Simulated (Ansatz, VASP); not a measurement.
Two plane-wave programs on H3C

```
CELL_PARAMETERS angstrom
14.00000 0.00000 0.00000
0.00000 14.50000 0.00000
0.00000 0.00000 15.00000
ATOMIC_POSITIONS crystal
C 0.44549 0.50684 0.49790
C 0.55355 0.49260 0.50019
H 0.41099 0.45948 0.45067
H 0.42701 0.57740 0.47756
H 0.41324 0.49487 0.56365
H 0.57203 0.42202 0.52045
H 0.58805 0.53990 0.54748
H 0.58582 0.50464 0.43446
```

Alike in both runs: functional PBE; dispersion D3(BJ); k mesh 1 × 1 × 1; occupations gaussian, width 0.005 eV; no spin polarisation.

Ansatz relaxed the structure, and its values are those at the end. VASP's run is a single point on that final structure, the one shown.

```csv
,VASP,Ansatz
version,VASP 6.6.1,Ansatz 0.2.0
potentials or method,"VASP PAW PBE potentials, release 64 (C, H), cutoff 520 eV","scalar-relativistic, plane waves, PAW"
valence electrons in the cell,14,14
```

```tsv
	VASP	Ansatz	Ansatz less VASP
gap on the k mesh at the Fermi level (eV)	7.61	7.61	-0.004
rms of the force components (eV/Å)	0.012	0.001	-0.0112
```
